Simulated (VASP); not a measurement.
LiF, 6 atoms in the cell. Symmetry: R-3m, No. 166, trigonal system. Conventional cell: a = 5.555 Å, b = 5.555 Å, c = 6.854 Å, α = 90.00°, β = 90.00°, γ = 120.00°. Within 2.6 Å of Li (site symmetry 2/m) lie 4 F at 1.97 Å. F (site symmetry 2/m) has 4 Li at 1.97 Å within 2.6 Å. The cell was generated, and may not be a known phase.

```yaml
Program: VASP 6.6.1
Task: single point
Functional: PBE
Potentials_or_basis: VASP PAW PBE potentials, release 64 (Li_sv, F)
Cutoff: 520 eV
k_mesh: 6 × 6 × 6
Occupations: gaussian, width 0.1 eV
Spin: no spin polarisation
Dipole_correction: no
Further_INCAR_settings: ALGO = Normal; EDIFF = 1e-06; NBANDS = 24
```

Potentials or basis: VASP PAW PBE potentials, release 64 (Li_sv, F).

The run is started by

```console
$ cat potpaw_PBE.64/Li_sv/POTCAR potpaw_PBE.64/F/POTCAR > POTCAR
$ mpirun -np 1 vasp_std > vasp.out
```

Hardware: 1 thread of AMD EPYC 7R13 Processor (Zen 3), with other jobs on the host.

**Question.** Estimate the wall time of this run.

**Answer.** Run time: 42 s on 1 thread of AMD EPYC 7R13 Processor (Zen 3), on a shared host, peak memory 0.15 GiB. Counts: scf iterations 14, k points 32.
